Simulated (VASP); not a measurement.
As: single point with revPBE

As:

```
As
1.0
     0.00000    3.16257    3.16257
     3.16257    0.00000    3.16257
     3.16257    3.16257    0.00000
As
2
Direct
  0.12500 0.12500 0.12500
  0.87500 0.87500 0.87500
```

This cell differs from its parent crystal: volume scaled by 1.08.

* Program: VASP 6.6.1
* Task: single point
* Functional: revPBE
* Potentials or basis: VASP PAW PBE potentials, release 64 (As)
* Cutoff: 520 eV
* k mesh: 10 × 10 × 10
* Occupations: fermi-dirac, width 0.1 eV
* Spin: no spin polarisation
* Dipole correction: no
* Further INCAR settings: ALGO = Normal; EDIFF = 1e-06; NBANDS = 12

```yaml
Pressure: -3.0 GPa
Band_gap_on_the_k_mesh: zero (band 5 reaches 2.84 eV, above the bottom of band 6 at 1.74 eV)
```

Levels at points of the mesh, in eV from the Fermi level:
```tsv
k point	band 3	band 4	band 5	band 6	band 7	band 8
(0.00, 0.00, 0.00)	-1.87	-1.87	-1.87	0.71	0.71	0.71
(0.50, 0.00, 0.00)	-2.69	-2.69	-2.52	1.86	1.86	4.17
(0.50, 0.50, 0.00)	-3.61	-3.61	-0.45	-0.45	4.45	4.45
```

Wall time 40 s on 1 thread of Intel(R) Xeon(R) Platinum 8259CL CPU @ 2.50GHz (Skylake/Cascade Lake) (shared host), peak memory 0.2 GiB.

Caveat: the PAW data sets were made with another functional, which shifts forces and pressure a little.
